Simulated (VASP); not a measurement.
# Ca3Be (Pm-3m) in VASP: further runs

The runs below take Ca3Be through single point, relaxation of cell and atoms, with LDA.

Everything below comes from runs of VASP 6.6.1. Logs are shortened: lines on timing, memory, paths and dates and some standing lists are left out, and cuts for length are marked.

**1. The cell of the first run**

It takes space group Pm-3m (No. 221, cubic). Conventional cell: a = 4.793 Å, b = 4.793 Å, c = 4.793 Å, α = 90.00°, β = 90.00°, γ = 90.00°. Within 4.5 Å of Be (site symmetry m-3m) lie 12 Ca at 3.39 Å. Within 4.5 Å of Ca (site symmetry 4/mmm) lie 4 Be at 3.39 Å and 8 Ca at 3.39 Å.

**2. Single point, LDA**

Contents of INCAR:

```
ALGO = Normal
EDIFF = 1E-6
ENCUT = 520
GGA = CA
ISIF = 2
ISMEAR = 1
LASPH = True
LCHARG = False
LREAL = False
LWAVE = False
NBANDS = 24
NELM = 60
PREC = Accurate
SIGMA = 0.05
```

Contents of KPOINTS:

```
k-points
0
Gamma
  4 4 4
```

Contents of POSCAR:

```
Ca3Be
1.0
    4.7928035465      0.0000000000      0.0000000000
    0.0000000000      4.7928035465      0.0000000000
    0.0000000000      0.0000000000      4.7928035465
Be Ca
1 3
Direct
    0.0000000000      0.0000000000      0.0000000000
    0.0000000000      0.5000000000      0.5000000000
    0.5000000000      0.0000000000      0.5000000000
    0.5000000000      0.5000000000      0.0000000000
```

Potentials or basis: VASP PAW LDA potentials, release 64 (Be, Ca_sv).

Launch:

```
$ cat potpaw_LDA.64/Be/POTCAR potpaw_LDA.64/Ca_sv/POTCAR > POTCAR
$ mpirun -np 1 vasp_std > vasp.out
```

OUTCAR:

```text
EDIFF = 1E-6
   ENCUT = 520
   GGA = CA
   ISIF = 2
   ISMEAR = 1
   LASPH = True
   LREAL = False
   NELM = 60
   PREC = Accurate

 ion  position               nearest neighbor table
   1  0.000  0.000  0.000-
   2  0.000  0.500  0.500-
   3  0.500  0.000  0.500-
   4  0.500  0.500  0.000-

  LATTYP: Found a simple cubic cell.
 ALAT       =     4.7928035465

  Lattice vectors:

 A1 = (   4.7928035465,   0.0000000000,   0.0000000000)
 A2 = (   0.0000000000,   4.7928035465,   0.0000000000)
 A3 = (   0.0000000000,   0.0000000000,   4.7928035465)

Analysis of symmetry for initial positions (statically):
=====================================================================
 Subroutine PRICEL returns:
 Original cell was already a primitive cell.

 Routine SETGRP: Setting up the symmetry group for a
 simple cubic supercell.

 Subroutine GETGRP returns: Found 48 space group operations
 (whereof 48 operations were pure point group operations)
 out of a pool of 48 trial point group operations.

The static configuration has the point symmetry O_h .

Analysis of symmetry for dynamics (positions and initial velocities):
=====================================================================
 Subroutine PRICEL returns:
 Original cell was already a primitive cell.

 Routine SETGRP: Setting up the symmetry group for a
 simple cubic supercell.

 Subroutine GETGRP returns: Found 48 space group operations
 (whereof 48 operations were pure point group operations)
 out of a pool of 48 trial point group operations.

The dynamic configuration has the point symmetry O_h .

 Subroutine INISYM returns: Found 48 space group operations
 (whereof 48 operations are pure point group operations),
 and found     1 'primitive' translations

----------------------------------------------------------------------------------------

                                     Primitive cell

  volume of cell :     110.0953

  direct lattice vectors                    reciprocal lattice vectors
     4.792803547  0.000000000  0.000000000     0.208646148  0.000000000  0.000000000
     0.000000000  4.792803547  0.000000000     0.000000000  0.208646148  0.000000000
     0.000000000  0.000000000  4.792803547     0.000000000  0.000000000  0.208646148

  length of vectors
     4.792803547  4.792803547  4.792803547     0.208646148  0.208646148  0.208646148

  position of ions in fractional coordinates (direct lattice)
     0.000000000  0.000000000  0.000000000
     0.000000000  0.500000000  0.500000000
     0.500000000  0.000000000  0.500000000
     0.500000000  0.500000000  0.000000000

  ion indices of the primitive-cell ions
   primitive index   ion index
                 1           1
                 2           2
                 3           3
                 4           4

----------------------------------------------------------------------------------------

 KPOINTS: k-points

Automatic generation of k-mesh.
 Grid dimensions read from file:
 generate k-points for:    4    4    4

 Generating k-lattice:

  Cartesian coordinates                     Fractional coordinates (reciprocal lattice)
     0.052161537  0.000000000  0.000000000     0.250000000  0.000000000  0.000000000
     0.000000000  0.052161537  0.000000000     0.000000000  0.250000000  0.000000000
     0.000000000  0.000000000  0.052161537     0.000000000  0.000000000  0.250000000

  Length of vectors
     0.052161537  0.052161537  0.052161537

  Shift w.r.t. Gamma in fractional coordinates (k-lattice)
     0.000000000  0.000000000  0.000000000

 Subroutine IBZKPT returns following result:
 ===========================================

 Found     10 irreducible k-points:

 Following reciprocal coordinates:
            Coordinates               Weight
  0.000000  0.000000  0.000000      1.000000
  0.250000  0.000000  0.000000      6.000000
  0.500000  0.000000  0.000000      3.000000
  0.250000  0.250000  0.000000     12.000000
  0.500000  0.250000  0.000000     12.000000
  0.500000  0.500000  0.000000      3.000000
  0.250000  0.250000  0.250000      8.000000
  0.500000  0.250000  0.250000     12.000000
  0.500000  0.500000  0.250000      6.000000
  0.500000  0.500000  0.500000      1.000000
   k-points           NKPTS =     10   k-points in BZ     NKDIM =     10   number of bands    NBANDS=     24
   number of dos      NEDOS =    301   number of ions     NIONS =      4
   total plane-waves  NPLWV =  46656
   dimension x,y,z NGX =    36 NGY =   36 NGZ =   36
   dimension x,y,z NGXF=    72 NGYF=   72 NGZF=   72
   ions per type =               1   3
   NGX,Y,Z   is equivalent  to a cutoff of  12.49, 12.49, 12.49 a.u.
   NGXF,Y,Z  is equivalent  to a cutoff of  24.97, 24.97, 24.97 a.u.
 SYSTEM =  unknown system
   PREC   = accura    normal or accurate (medium, high low for compatibility)
   ISTART =      0    job   : 0-new  1-cont  2-samecut
   ICHARG =      2    charge: 1-file 2-atom 10-const
   ISPIN  =      1    spin polarized calculation?
   LNONCOLLINEAR =      F non collinear calculations
   LSORBIT =      F    spin-orbit coupling
   LASPH  =      T    aspherical Exc in radial PAW
   ENCUT  =  520.0 eV  38.22 Ry    6.18 a.u.   8.91  8.91  8.91*2*pi/ulx,y,z
   NELM   =     60;   NELMIN=  2; NELMDL= -5     # of ELM steps
   EDIFF  = 0.1E-05   stopping-criterion for ELM
   LREAL  =      F    real-space projection
   EDIFFG = 0.1E-04   stopping-criterion for IOM
   NSW    =      0    number of steps for IOM
   IBRION =     -1    ionic relax: 0-MD 1-quasi-New 2-CG
   NFREE  =      0    steps in history (QN), initial steepest desc. (CG)
   ISIF   =      2    stress and relaxation
   ISYM   =      2    0-nonsym 1-usesym 2-fastsym
   POTIM  = 0.5000    time-step for ionic-motion
   TEBEG  =    0.0;   TEEND  =   0.0 temperature during run
   PSTRESS=    0.0 pullay stress
   NELECT =      32.0000    total number of electrons
   NUPDOWN=      -1.0000    fix difference up-down
   EMIN   =  10.00;   EMAX   =-10.00  energy-range for DOS
   EFERMI =   0.00;   METHOD = LEGACY
   ISMEAR =     1;   SIGMA  =   0.05  broadening in eV -4-tet -1-fermi 0-gaus
   EFERMI_NEDOS =   21; number of points for ismear=-14 and -15
   IALGO  =     38    algorithm
   IMIX   =      4    mixing-type and parameters
     AMIX     =   0.40;   BMIX     =  1.00
     AMIX_MAG =   1.60;   BMIX_MAG =  1.00
  volume/ion in A,a.u.               =      27.52       185.74
  Fermi-wavevector in a.u.,A,eV,Ry     =   1.084431  2.049277 16.000319  1.175990
  Thomas-Fermi vector in A             =   2.220521
   LORBIT       =      0    0 simple, 1 ext, 2 COOP (PROOUT), +10 PAW based schemes
   GGA     = CA    functional components
   LHFCALC =     F    Hartree Fock is set to
   AEXX    =    0.0000 exact exchange contribution
   IVDW    =     0    specifies the selected vdW correction
   LEPSILON=     F    determine dielectric tensor
   LRPA    =     F    only Hartree local field effects (RPA)
 non-spin polarized calculation
 Methfessel and Paxton  Order N= 1 SIGMA  =   0.05
  energy-cutoff  :      520.00
  volume of cell :      110.10
 maximum number of plane-waves:      3016
 NGX is ok and might be reduce to    36
   NGX = 17   NGY = 17   NGZ = 17

 number of electron      31.9999983 magnetization

 Free energy of the ion-electron system (eV)
  ---------------------------------------------------
  ext. energy  EPLUGINS =         0.00000000
  ---------------------------------------------------
  free energy    TOTEN  =        -9.41149357 eV

  energy without entropy =       -9.40852450  energy(sigma->0) =       -9.41050388

 E-fermi :   2.6559     XC(G=0):  -8.9159

 val. band max:        2.6067863743   @ k =   0.5000   0.2500   0.2500
 cond. band min:       2.6652974056   @ k =   0.5000   0.5000   0.2500
 fundamental gap:      0.0585110314
 Fermi energy:         2.6559305104

 k-point     1 :       0.0000    0.0000    0.0000
  band No.  band energies     occupation
      1     -38.1836      2.00000
      2     -38.0919      2.00000
      3     -38.0919      2.00000
      4     -19.6770      2.00000
      5     -19.6770      2.00000
      6     -19.6770      2.00000
[... 16 lines left out ...]
     23       6.4516      0.00000
     24       6.4516      0.00000

 k-point     2 :       0.2500    0.0000    0.0000
  band No.  band energies     occupation
      1     -38.1719      2.00000
      2     -38.1035      2.00000
      3     -38.0918      2.00000
      4     -19.6461      2.00000
      5     -19.6461      2.00000
      6     -19.6266      2.00000
[... 16 lines left out ...]
     23       6.0986      0.00000
     24       6.5995      0.00000

 k-point     3 :       0.5000    0.0000    0.0000
  band No.  band energies     occupation
      1     -38.1529      2.00000
      2     -38.1224      2.00000
      3     -38.0916      2.00000
      4     -19.6053      2.00000
      5     -19.6053      2.00000
      6     -19.5025      2.00000
[... 16 lines left out ...]
     23       5.5010      0.00000
     24       5.6998      0.00000

 k-point     4 :       0.2500    0.2500    0.0000
  band No.  band energies     occupation
      1     -38.1615      2.00000
      2     -38.1070      2.00000
      3     -38.0984      2.00000
      4     -19.6708      2.00000
      5     -19.6131      2.00000
      6     -19.5485      2.00000
[... 16 lines left out ...]
     23       5.8418      0.00000
     24       6.3193      0.00000

 k-point     5 :       0.5000    0.2500    0.0000
  band No.  band energies     occupation
      1     -38.1439      2.00000
      2     -38.1222      2.00000
      3     -38.1005      2.00000
      4     -19.6477      2.00000
      5     -19.5724      2.00000
      6     -19.5666      2.00000
[... 16 lines left out ...]
     23       5.4336      0.00000
     24       5.6089      0.00000

 k-point     6 :       0.5000    0.5000    0.0000
  band No.  band energies     occupation
      1     -38.1221      2.00000
      2     -38.1220      2.00000
      3     -38.1220      2.00000
      4     -19.6763      2.00000
      5     -19.6206      2.00000
      6     -19.4924      2.00000
[... 16 lines left out ...]
     23       5.6342      0.00000
     24       6.0651      0.00000

 k-point     7 :       0.2500    0.2500    0.2500
  band No.  band energies     occupation
      1     -38.1528      2.00000
      2     -38.1069      2.00000
      3     -38.1069      2.00000
      4     -19.7229      2.00000
      5     -19.5527      2.00000
      6     -19.5527      2.00000
[... 16 lines left out ...]
     23       6.1615      0.00000
     24       6.4750      0.00000

 k-point     8 :       0.5000    0.2500    0.2500
  band No.  band energies     occupation
      1     -38.1374      2.00000
      2     -38.1220      2.00000
      3     -38.1067      2.00000
      4     -19.7350      2.00000
      5     -19.5788      2.00000
      6     -19.5593      2.00000
[... 16 lines left out ...]
     23       5.9790      0.00000
     24       6.0701      0.00000

 k-point     9 :       0.5000    0.5000    0.2500
  band No.  band energies     occupation
      1     -38.1219      2.00000
      2     -38.1219      2.00000
      3     -38.1219      2.00000
      4     -19.7801      2.00000
      5     -19.6199      2.00000
      6     -19.5680      2.00000
[... 16 lines left out ...]
     23       5.6557      0.00000
     24       6.0033      0.00000

 k-point    10 :       0.5000    0.5000    0.5000
  band No.  band energies     occupation
      1     -38.1217      2.00000
      2     -38.1217      2.00000
      3     -38.1217      2.00000
      4     -19.8453      2.00000
      5     -19.6191      2.00000
      6     -19.6191      2.00000
[... 16 lines left out ...]
     23       5.3542      0.00000
     24       6.1384      0.00000

------------------------ aborting loop because EDIFF is reached ----------------------------------------

  FORCE on cell =-STRESS in cart. coord.  units (eV):
  Direction    XX          YY          ZZ          XY          YZ          ZX
  --------------------------------------------------------------------------------------
  -------------------------------------------------------------------------------------
  Total        0.2564853      0.2564853      0.2564853      0.0000000      0.0000000      0.0000000
  in kB        3.7325375      3.7325375      3.7325375      0.0000000      0.0000000      0.0000000
  external PRESSURE =       3.7325375 kB  Pullay stress =       0.0000000 kB

 VOLUME and BASIS-vectors are now :
 -----------------------------------------------------------------------------
  energy-cutoff  :      520.00
  volume of cell :      110.10
      direct lattice vectors                 reciprocal lattice vectors
     4.792803547  0.000000000  0.000000000     0.208646148  0.000000000  0.000000000
     0.000000000  4.792803547  0.000000000     0.000000000  0.208646148  0.000000000
     0.000000000  0.000000000  4.792803547     0.000000000  0.000000000  0.208646148

 POSITION                                       TOTAL-FORCE (eV/Angst)
 -----------------------------------------------------------------------------------
      0.00000      0.00000      0.00000         0.000000      0.000000      0.000000
      0.00000      2.39640      2.39640         0.000000      0.000000      0.000000
      2.39640      0.00000      2.39640         0.000000      0.000000      0.000000
      2.39640      2.39640      0.00000         0.000000      0.000000      0.000000
 -----------------------------------------------------------------------------------
    total drift:                                0.000000      0.000000      0.000000

  FREE ENERGIE OF THE ION-ELECTRON SYSTEM (eV)
  ---------------------------------------------------
  free  energy   TOTEN  =        -9.4114935714 eV

  energy  without entropy=       -9.4085245031  energy(sigma->0) =       -9.41050388
```

It took 44 s on 1 thread of Intel Xeon 8259CL, shared host; peak memory 0.18 GiB.

What came out:

```
Free energy            : -9.4115 eV
Pressure               : 0.4 GPa
Band gap on the k mesh : zero (bands 16 and 17 overlap by 0.69 eV)
```

Levels at points of the mesh, in eV from the Fermi level:
```csv
k point,band 12,band 13,band 14,band 15,band 16,band 17,band 18,band 19,band 20,band 21
"(0.00, 0.00, 0.00)",-21.94,-4.84,-1.46,0.32,0.32,0.92,0.92,0.92,1.14,1.14
"(0.50, 0.00, 0.00)",-21.98,-3.43,-2.84,-0.30,0.29,0.29,1.33,1.45,1.90,1.90
"(0.50, 0.50, 0.00)",-21.93,-2.62,-1.60,-1.60,-0.83,0.23,1.29,1.59,1.59,2.25
"(0.50, 0.50, 0.50)",-21.93,-2.64,-0.41,-0.41,-0.41,-0.18,-0.18,-0.18,0.77,2.70
```

**3. Single point, LDA**

This run uses another cell than the first one, of 27.94 Å³/atom.

Contents of INCAR:

```
ALGO     = Normal         # electronic algorithm
EDIFF    = 1E-6           # SCF threshold, eV
ENCUT    = 520            # plane-wave cutoff, eV
ISIF     = 2              # what is computed and relaxed
ISMEAR   = 1              # smearing method
LASPH    = T              # aspherical terms in the spheres
LCHARG   = F              # write CHGCAR
LREAL    = F              # projectors in reciprocal space
LWAVE    = F              # write WAVECAR
NBANDS   = 24             # bands
NELM     = 60             # most SCF steps
PREC     = Accurate       # precision mode
SIGMA    = 0.05           # smearing width, eV
```

Contents of KPOINTS:

```
k-points
0
Gamma
  5 5 5
```

Contents of POSCAR:

```
Ca3Be
1.0
    4.8170100356      0.0000000000      0.0000000000
    0.0000000000      4.8170100356      0.0000000000
    0.0000000000      0.0000000000      4.8170100356
Be Ca
1 3
Direct
    0.0000000000      0.0000000000      0.0000000000
    0.0000000000      0.5000000000      0.5000000000
    0.5000000000      0.0000000000      0.5000000000
    0.5000000000      0.5000000000      0.0000000000
```

Potentials or basis: VASP PAW LDA potentials, release 64 (Be, Ca_sv).

Launch:

```
$ cat potpaw_LDA.64/Be/POTCAR potpaw_LDA.64/Ca_sv/POTCAR > POTCAR
$ mpirun -np 1 vasp_std > vasp.out
```

Run time: 32 s. Hardware: 1 thread of Intel Xeon 8259CL, shared host; peak memory 0.18 GiB.

Results (log left out):

* Free energy: -9.3502 eV
* Pressure: 0.0 GPa
* Band gap on the k mesh: zero (bands 16 and 17 overlap by 0.62 eV)

Levels at points of the mesh, in eV from the Fermi level:
| k point | band 12 | band 13 | band 14 | band 15 | band 16 | band 17 | band 18 | band 19 | band 20 | band 21 |
| --- | --- | --- | --- | --- | --- | --- | --- | --- | --- | --- |
| (0.00, 0.00, 0.00) | -21.93 | -4.80 | -1.37 | 0.35 | 0.35 | 0.97 | 0.97 | 0.97 | 1.11 | 1.11 |

**4. Single point, LDA**

This run uses another cell than the first one, of 27.94 Å³/atom.

Contents of INCAR:

```
SYSTEM = Ca3Be
ALGO     = Normal         ! electronic algorithm
EDIFF    = 1E-6           ! SCF threshold, eV
ENCUT    = 520            ! plane-wave cutoff, eV
GGA      = CA             ! functional
ISIF     = 2              ! what is computed and relaxed
ISMEAR   = 1              ! smearing method
LASPH    = .True.         ! aspherical terms in the spheres
LCHARG   = .True.         ! write CHGCAR
LELF     = .True.         ! ELF
LREAL    = .False.        ! projectors in reciprocal space
LVHAR    = .True.       
LWAVE    = .False.        ! write WAVECAR
NBANDS   = 24             ! bands
NELM     = 60             ! most SCF steps
PREC     = Accurate       ! precision mode
SIGMA    = 0.05           ! smearing width, eV
```

Contents of KPOINTS:

```
k-points
0
Gamma
  4 4 4
  0 0 0
```

POSCAR is that of step 3.

Launch:

```
$ cat potpaw_LDA.64/Be/POTCAR potpaw_LDA.64/Ca_sv/POTCAR > POTCAR
$ mpirun -np 1 vasp_std > vasp.out
```

It took 34 s on 1 thread of Intel Xeon 8259CL, shared host; peak memory 0.18 GiB.

The run converged. Its results:

| Item | Value |
| --- | --- |
| Free energy | -9.4137 eV |
| Pressure | 0.0 GPa |
| Band gap on the k mesh | zero (bands 16 and 17 overlap by 0.70 eV) |

Levels at points of the mesh, in eV from the Fermi level:
```
           k point  band 14  band 15  band 16  band 17  band 18  band 19
(0.00, 0.00, 0.00)    -1.43     0.33     0.33     0.93     0.93     0.93
(0.50, 0.00, 0.00)    -2.83    -0.28     0.29     0.29     1.33     1.44
(0.50, 0.50, 0.00)    -1.60    -1.60    -0.85     0.25     1.28     1.58
(0.50, 0.50, 0.50)    -0.42    -0.42    -0.42    -0.19    -0.19    -0.19
```

**5. Single point, LDA**

This run uses another cell than the first one, of 28.36 Å³/atom.

Contents of INCAR:

```
SYSTEM = Ca3Be
PREC     = Accurate       ! precision mode
ENCUT    = 520            ! plane-wave cutoff, eV
EDIFF    = 1E-6           ! SCF threshold, eV
ISMEAR   = 1              ! smearing method
SIGMA    = 0.05           ! smearing width, eV
LREAL    = .False.        ! projectors in reciprocal space
LASPH    = .True.         ! aspherical terms in the spheres
NELM     = 100            ! most SCF steps
ALGO     = Normal         ! electronic algorithm
ISIF     = 2              ! what is computed and relaxed
LWAVE    = .False.        ! write WAVECAR
LCHARG   = .False.        ! write CHGCAR
GGA      = CA             ! functional
NBANDS   = 24             ! bands
```

Contents of KPOINTS:

```
regular mesh
0
Gamma
  4 4 4
  0 0 0
```

Contents of POSCAR:

```
Ca3Be
1.0
    4.8409756541      0.0000000000      0.0000000000
    0.0000000000      4.8409756541      0.0000000000
    0.0000000000      0.0000000000      4.8409756541
Be Ca
1 3
Direct
    0.0000000000      0.0000000000      0.0000000000
    0.0000000000      0.5000000000      0.5000000000
    0.5000000000      0.0000000000      0.5000000000
    0.5000000000      0.5000000000      0.0000000000
```

Launch:

```
$ cat potpaw_LDA.64/Be/POTCAR potpaw_LDA.64/Ca_sv/POTCAR > POTCAR
$ mpirun -np 1 vasp_std > vasp.out
```

Wall time 35 s (1 thread of Intel Xeon 8259CL, shared host); peak memory 0.18 GiB.

It converged, with:

```yaml
Free_energy: -9.4118 eV
Pressure: -0.4 GPa
Band_gap_on_the_k_mesh: zero (bands 16 and 17 overlap by 0.71 eV)
```

Levels at points of the mesh, in eV from the Fermi level:
```
           k point  band 14  band 15  band 16  band 17  band 18  band 19
(0.00, 0.00, 0.00)    -1.41     0.33     0.33     0.93     0.93     0.93
(0.50, 0.00, 0.00)    -2.82    -0.26     0.29     0.29     1.34     1.44
(0.50, 0.50, 0.00)    -1.60    -1.60    -0.87     0.26     1.27     1.58
(0.50, 0.50, 0.50)    -0.42    -0.42    -0.42    -0.20    -0.20    -0.20
```

[end of part 1 of 2]

The gap in the log of VASP goes by the Fermi energy; the results here count the filled bands.